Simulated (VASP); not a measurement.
Runs of VASP 6.6.1 on Ag. The structure is that of space group P6_3/mmc (No. 194), or close to it. The cells are those of the table. This isn't the form of Ag at room conditions, which is fcc.

```tsv
task	level	U	cell	k mesh	cutoff (eV)	gap on the mesh (eV)	pressure (GPa)
single point	PBEsol+U	Ag d U = 3.0 eV	a = 2.871, b = 2.871, c = 9.338 Å, angles 90.0, 90.0, 120.0°, 4 atoms	18 × 18 × 4	520	none	-1.4
single point	PBEsol	-	a = 2.751, b = 2.751, c = 8.949 Å, angles 90.0, 90.0, 120.0°, 4 atoms	18 × 18 × 4	520	none	21.3
relaxation of shape and atoms at fixed volume	PBEsol	-	relaxed from a = 2.751, b = 2.751, c = 8.949 Å, angles 90.0, 90.0, 120.0°, 4 atoms	18 × 18 × 4	600	none	21.4
single point	PBEsol	-	a = 2.812, b = 2.812, c = 9.147 Å, angles 90.0, 90.0, 120.0°, 4 atoms	18 × 18 × 4	520	none	8.5
single point	PBEsol	-	a = 2.871, b = 2.871, c = 9.338 Å, angles 90.0, 90.0, 120.0°, 4 atoms	12 × 12 × 4	520	none	0.0
single point	PBEsol	-	a = 2.899, b = 2.899, c = 9.431 Å, angles 90.0, 90.0, 120.0°, 4 atoms	18 × 18 × 4	520	none	(a)
single point	PBEsol	-	a = 2.964, b = 2.964, c = 9.639 Å, angles 90.0, 90.0, 120.0°, 4 atoms	18 × 18 × 4	520	none	-8.7
single point	PBEsol	-	a = 2.871, b = 2.871, c = 9.338 Å, angles 90.0, 90.0, 120.0°, 4 atoms	18 × 18 × 4	520	none	(b)
```

Alike in all rows: potentials or basis VASP PAW PBE potentials, release 64 (Ag); no spin polarisation; smearing gaussian 0.1 eV.

Q: Estimate the missing entries.

A: (a) -3.4; (b) -0.3.

Caveats: the PAW data sets were made with another functional, which shifts forces and pressure a little; the cell stands under pressure (at least some runs); the cell stands under tension (at least some runs); U without spin polarisation on a metal has little footing (at least some runs); the U is typed as a test and isn't derived for this compound (at least some runs).

A k mesh can miss the band edges, and the runs leave out spin-orbit coupling on Ag.

A gap of «none» marks levels without a gap at the run's occupations.
